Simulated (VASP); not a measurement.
# WSe2 (P6_3/mmc) in VASP: single point with r2SCANh

Aim: the single point of WSe2 with r2SCANh.

Program: VASP 6.6.1. These are calculated values, not measurements. Logs are shortened: lines on timing, memory, paths and dates and some standing lists are left out, and cuts for length are marked.

## (1) The cell of the first run

It takes space group P6_3/mmc (No. 194, hexagonal). Conventional cell: a = 3.300 Å, b = 3.300 Å, c = 13.149 Å, α = 90.00°, β = 90.00°, γ = 120.00°. Within 3.3 Å of W (site symmetry -6m2) lie 6 Se at 2.53 Å and 6 W at 3.30 Å. Within 3.4 Å of Se (site symmetry 3m) lie 3 W at 2.53 Å and 7 Se at 3.30 to 3.33 Å.

## (2) Single point, r2SCANh

The input, POSCAR:

```
WSe2
1.0
    3.2996674501      0.0000000000      0.0000000000
   -1.6498337251      2.8575958358      0.0000000000
    0.0000000000      0.0000000000     13.1487008971
W Se
2 4
Direct
    0.3333333333      0.6666666667      0.2500000000
    0.6666666667      0.3333333333      0.7500000000
    0.6666666667      0.3333333333      0.3766602602
    0.6666666667      0.3333333333      0.1233397398
    0.3333333333      0.6666666667      0.8766602602
    0.3333333333      0.6666666667      0.6233397398
```

The input, INCAR.step1:

```
  PREC = Accurate
  ENCUT = 520
  EDIFF = 1E-5
  ISMEAR = 0
  SIGMA = 0.01
  LREAL = F
  LASPH = T
  NELM = 100
  ALGO = Normal
  ISIF = 2
  LWAVE = T
  LCHARG = F
  GGA = PE
  NBANDS = 35
  KPAR = 4
```

The input, INCAR.step2:

```
  PREC = Accurate
  ENCUT = 520
  EDIFF = 1E-6
  ISMEAR = 0
  SIGMA = 0.01
  LREAL = F
  LASPH = T
  NELM = 100
  ALGO = Normal
  ISIF = 2
  LWAVE = F
  LCHARG = F
  METAGGA = R2SCAN
  LHFCALC = T
  AEXX = 0.1
  LMIXTAU = T
  PRECFOCK = Fast
  ISTART = 1
  NBANDS = 35
  KPAR = 4
```

The input, KPOINTS:

```
regular mesh
0
Gamma
  6 6 2
```

Potentials or basis: VASP PAW PBE potentials, release 64 (W_sv, Se).

Started as:

```sh
> cat potpaw_PBE.64/W_sv/POTCAR potpaw_PBE.64/Se/POTCAR > POTCAR
> cp INCAR.step1 INCAR
> mpirun -np 4 vasp_std > vasp.out
> cp INCAR.step2 INCAR
> mpirun -np 4 vasp_std > vasp.out
```

OUTCAR:

```text
PREC = Accurate
   ENCUT = 520
   EDIFF = 1E-6
   ISMEAR = 0
   LREAL = F
   LASPH = T
   NELM = 100
   ISIF = 2
   METAGGA = R2SCAN
   LHFCALC = T
   AEXX = 0.1
   PRECFOCK = Fast
   ISTART = 1

 ion  position               nearest neighbor table
   1  0.333  0.667  0.250-   3 2.53   4 2.53   3 2.53   4 2.53   3 2.53   4 2.53
   2  0.667  0.333  0.750-   5 2.53   6 2.53   5 2.53   6 2.53   5 2.53   6 2.53
   3  0.667  0.333  0.377-   1 2.53   1 2.53   1 2.53
   4  0.667  0.333  0.123-   1 2.53   1 2.53   1 2.53
   5  0.333  0.667  0.877-   2 2.53   2 2.53   2 2.53
   6  0.333  0.667  0.623-   2 2.53   2 2.53   2 2.53

  LATTYP: Found a hexagonal cell.
 ALAT       =     3.2996674501
 C/A-ratio  =     3.9848563820

  Lattice vectors:

 A1 = (   3.2996674501,   0.0000000000,   0.0000000000)
 A2 = (  -1.6498337251,   2.8575958358,   0.0000000000)
 A3 = (   0.0000000000,   0.0000000000,  13.1487008971)

Analysis of symmetry for initial positions (statically):
=====================================================================
 Subroutine PRICEL returns:
 Original cell was already a primitive cell.

 Routine SETGRP: Setting up the symmetry group for a
 hexagonal supercell.

 Subroutine GETGRP returns: Found 24 space group operations
 (whereof 12 operations were pure point group operations)
 out of a pool of 24 trial point group operations.

The static configuration has the point symmetry D_3d.
 The point group associated with its full space group is D_6h.

Analysis of symmetry for dynamics (positions and initial velocities):
=====================================================================
 Subroutine PRICEL returns:
 Original cell was already a primitive cell.

 Routine SETGRP: Setting up the symmetry group for a
 hexagonal supercell.

 Subroutine GETGRP returns: Found 24 space group operations
 (whereof 12 operations were pure point group operations)
 out of a pool of 24 trial point group operations.

The dynamic configuration has the point symmetry D_3d.
 The point group associated with its full space group is D_6h.

 Subroutine INISYM returns: Found 24 space group operations
 (whereof 12 operations are pure point group operations),
 and found     1 'primitive' translations

----------------------------------------------------------------------------------------

                                     Primitive cell

  volume of cell :     123.9806

  direct lattice vectors                    reciprocal lattice vectors
     3.299667450  0.000000000  0.000000000     0.303060843  0.174972259  0.000000000
    -1.649833725  2.857595836  0.000000000     0.000000000  0.349944519  0.000000000
     0.000000000  0.000000000 13.148700897     0.000000000  0.000000000  0.076053141

  length of vectors
     3.299667450  3.299667450 13.148700897     0.349944519  0.349944519  0.076053141

  position of ions in fractional coordinates (direct lattice)
     0.333333333  0.666666667  0.250000000
     0.666666667  0.333333333  0.750000000
     0.666666667  0.333333333  0.376660260
     0.666666667  0.333333333  0.123339740
     0.333333333  0.666666667  0.876660260
     0.333333333  0.666666667  0.623339740

  ion indices of the primitive-cell ions
   primitive index   ion index
                 1           1
                 2           2
                 3           3
                 4           4
                 5           5
                 6           6

----------------------------------------------------------------------------------------

 KPOINTS: regular mesh

Automatic generation of k-mesh.
 Grid dimensions read from file:
 generate k-points for:    6    6    2

 Generating k-lattice:

  Cartesian coordinates                     Fractional coordinates (reciprocal lattice)
     0.050510141  0.029162043  0.000000000     0.166666667 -0.000000000  0.000000000
     0.000000000  0.058324086  0.000000000     0.000000000  0.166666667  0.000000000
     0.000000000  0.000000000  0.038026570     0.000000000  0.000000000  0.500000000

  Length of vectors
     0.058324086  0.058324086  0.038026570

  Shift w.r.t. Gamma in fractional coordinates (k-lattice)
     0.000000000  0.000000000  0.000000000

 Subroutine IBZKPT returns following result:
 ===========================================

 Found     14 irreducible k-points:

 Following reciprocal coordinates:
            Coordinates               Weight
  0.000000  0.000000  0.000000      1.000000
  0.166667  0.000000  0.000000      6.000000
  0.333333  0.000000  0.000000      6.000000
  0.500000  0.000000  0.000000      3.000000
  0.166667  0.166667  0.000000      6.000000
  0.333333  0.166667  0.000000     12.000000
  0.333333  0.333333  0.000000      2.000000
  0.000000  0.000000  0.500000      1.000000
  0.166667  0.000000  0.500000      6.000000
  0.333333  0.000000  0.500000      6.000000
  0.500000  0.000000  0.500000      3.000000
  0.166667  0.166667  0.500000      6.000000
  0.333333  0.166667  0.500000     12.000000
  0.333333  0.333333  0.500000      2.000000
   k-points           NKPTS =     14   k-points in BZ     NKDIM =     72   number of bands    NBANDS=     35
   number of dos      NEDOS =    301   number of ions     NIONS =      6
   total plane-waves  NPLWV =  76832
   dimension x,y,z NGX =    28 NGY =   28 NGZ =   98
   dimension x,y,z NGXF=    56 NGYF=   56 NGZF=  196
   ions per type =               2   4
   NGX,Y,Z   is equivalent  to a cutoff of  14.11, 14.11, 12.39 a.u.
   NGXF,Y,Z  is equivalent  to a cutoff of  28.21, 28.21, 24.78 a.u.
 SYSTEM =  unknown system
   PREC   = accura    normal or accurate (medium, high low for compatibility)
   ISTART =      1    job   : 0-new  1-cont  2-samecut
   ICHARG =      0    charge: 1-file 2-atom 10-const
   ISPIN  =      1    spin polarized calculation?
   LNONCOLLINEAR =      F non collinear calculations
   LSORBIT =      F    spin-orbit coupling
   LASPH  =      T    aspherical Exc in radial PAW
   ENCUT  =  520.0 eV  38.22 Ry    6.18 a.u.   6.14  6.14 24.45*2*pi/ulx,y,z
   NELM   =    100;   NELMIN=  2; NELMDL=  0     # of ELM steps
   EDIFF  = 0.1E-05   stopping-criterion for ELM
   LREAL  =      F    real-space projection
   EDIFFG = 0.1E-04   stopping-criterion for IOM
   NSW    =      0    number of steps for IOM
   IBRION =     -1    ionic relax: 0-MD 1-quasi-New 2-CG
   NFREE  =      0    steps in history (QN), initial steepest desc. (CG)
   ISIF   =      2    stress and relaxation
   ISYM   =      3    0-nonsym 1-usesym 2-fastsym
   POTIM  = 0.5000    time-step for ionic-motion
   TEBEG  =    0.0;   TEEND  =   0.0 temperature during run
   PSTRESS=    0.0 pullay stress
   NELECT =      52.0000    total number of electrons
   NUPDOWN=      -1.0000    fix difference up-down
   EMIN   =  10.00;   EMAX   =-10.00  energy-range for DOS
   EFERMI =   0.00;   METHOD = LEGACY
   ISMEAR =     0;   SIGMA  =   0.01  broadening in eV -4-tet -1-fermi 0-gaus
   EFERMI_NEDOS =   21; number of points for ismear=-14 and -15
   IALGO  =     38    algorithm
   IMIX   =      1    mixing-type and parameters
     AMIX     =   0.40;   BMIX     =  1.00
     AMIX_MAG =   1.60;   BMIX_MAG =  1.00
  volume/ion in A,a.u.               =      20.66       139.44
  Fermi-wavevector in a.u.,A,eV,Ry     =   1.225438  2.315742 20.431845  1.501698
  Thomas-Fermi vector in A             =   2.360476
   LORBIT       =      0    0 simple, 1 ext, 2 COOP (PROOUT), +10 PAW based schemes
   METAGGA = R2SCAN    functional components
   LHFCALC =     T    Hartree Fock is set to
   PRECFOCK=fast      Normal, Fast or Accurate (Low or Medium for compatibility)
   ENCUT4O =  -1.0   cutoff for four orbital integrals eV
   NKREDX  =     1    reduce k-point grid by
   NKREDY  =     1    reduce k-point grid by
   NKREDZ  =     1    reduce k-point grid by
   AEXX    =    0.1000 exact exchange contribution
   HFSCREEN=    0.0000 screening length (either q_TF or 0.3 A-1)
   HFSCREENC=   0.0000 screening length for correlation (either q_TF or 0.3 A-1)
   ENCUTFOCK=  -1.0 apply spherical cutoff to Coloumb kernel
   IVDW    =     0    specifies the selected vdW correction
   LEPSILON=     F    determine dielectric tensor
   LRPA    =     F    only Hartree local field effects (RPA)
 non-spin polarized calculation
 Gauss-broadening in eV      SIGMA  =   0.01
  energy-cutoff  :      520.00
  volume of cell :      123.98
 maximum number of plane-waves:      3378
 NGX is ok and might be reduce to    28
  NGX = 14; NGY = 14; NGZ = 56

 number of electron      51.9999996 magnetization

 Free energy of the ion-electron system (eV)
  ---------------------------------------------------
  ext. energy  EPLUGINS =         0.00000000
  ---------------------------------------------------
  free energy    TOTEN  =      -157.16397216 eV

  energy without entropy =     -157.16397216  energy(sigma->0) =     -157.16397216

 E-fermi :   5.7211     XC(G=0): -10.2809

 val. band max:        5.6054980409   @ k =   0.0000   0.0000   0.0000
 cond. band min:       7.2136832029   @ k =   0.1667   0.1667   0.0000
 fundamental gap:      1.6081851620
 Fermi energy:         5.7210613047

 k-point     1 :       0.0000    0.0000    0.0000
  band No.  band energies     occupation
      1     -72.1267      2.00000
      2     -72.1267      2.00000
      3     -35.2032      2.00000
      4     -35.2031      2.00000
      5     -35.0687      2.00000
      6     -35.0687      2.00000
[... 27 lines left out ...]
     34       9.1820      0.00000
     35      11.1128      0.00000

 k-point     2 :       0.1667    0.0000    0.0000
  band No.  band energies     occupation
      1     -72.1235      2.00000
      2     -72.1235      2.00000
      3     -35.1903      2.00000
      4     -35.1902      2.00000
      5     -35.1364      2.00000
      6     -35.1364      2.00000
[... 27 lines left out ...]
     34       9.6412      0.00000
     35      12.6843      0.00000
[... 416 lines left out ...]
     34      10.5461      0.00000
     35      12.0450      0.00000

 k-point    14 :       0.3333    0.3333    0.5000
  band No.  band energies     occupation
      1     -72.1123      2.00000
      2     -72.1123      2.00000
      3     -35.2649      2.00000
      4     -35.2649      2.00000
      5     -35.2441      2.00000
      6     -35.2441      2.00000
[... 27 lines left out ...]
     34      10.9030      0.00000
     35      12.7112      0.00000

------------------------ aborting loop because EDIFF is reached ----------------------------------------

  FORCE on cell =-STRESS in cart. coord.  units (eV):
  Direction    XX          YY          ZZ          XY          YZ          ZX
  --------------------------------------------------------------------------------------
  -------------------------------------------------------------------------------------
  Total        0.0795887      0.0795887     -0.0006905     -0.0000000      0.0000000      0.0000000
  in kB        1.0285098      1.0285098     -0.0089230     -0.0000000      0.0000000      0.0000000
  external PRESSURE =       0.6826989 kB  Pullay stress =       0.0000000 kB

 VOLUME and BASIS-vectors are now :
 -----------------------------------------------------------------------------
  energy-cutoff  :      520.00
  volume of cell :      123.98
      direct lattice vectors                 reciprocal lattice vectors
     3.299667450  0.000000000  0.000000000     0.303060843  0.174972259  0.000000000
    -1.649833725  2.857595836  0.000000000     0.000000000  0.349944519  0.000000000
     0.000000000  0.000000000 13.148700897     0.000000000  0.000000000  0.076053141

 POSITION                                       TOTAL-FORCE (eV/Angst)
 -----------------------------------------------------------------------------------
     -0.00000      1.90506      3.28718         0.000000     -0.000000      0.000000
      1.64983      0.95253      9.86153        -0.000000      0.000000      0.000000
      1.64983      0.95253      4.95259        -0.000000      0.000000     -0.170583
      1.64983      0.95253      1.62176        -0.000000      0.000000      0.170583
     -0.00000      1.90506     11.52694         0.000000     -0.000000     -0.170583
     -0.00000      1.90506      8.19611         0.000000      0.000000      0.170583
 -----------------------------------------------------------------------------------
    total drift:                                0.000000     -0.000000     -0.000000

  FREE ENERGIE OF THE ION-ELECTRON SYSTEM (eV)
  ---------------------------------------------------
  free  energy   TOTEN  =      -157.1639721569 eV

  energy  without entropy=     -157.1639721569  energy(sigma->0) =     -157.16397216
```

Run time: 26 min. Hardware: 4 MPI ranks of Intel Xeon 6975P-C (Granite Rapids), shared host; peak memory 0.35 GiB.

What came out:

* Free energy: -157.1640 eV
* Pressure: 0.1 GPa
* Largest force: 0.171 eV/Å
* Band gap on the k mesh: 1.61 eV (least direct gap 2.04 eV)

Forces in eV/Å, atoms in the order of the input:
```
W    0.000  0.000  0.000
W    0.000  0.000  0.000
Se   0.000  0.000 -0.171
Se   0.000  0.000  0.171
Se   0.000  0.000 -0.171
Se   0.000  0.000  0.171
```

Stress tensor (GPa, compression positive):
```
0.10 0.00 0.00
0.00 0.10 0.00
0.00 0.00 0.00
```

Caveat: the PAW data sets were made with another functional, which shifts forces and pressure a little; spin-orbit coupling is left out, which moves the levels of the heavy elements.
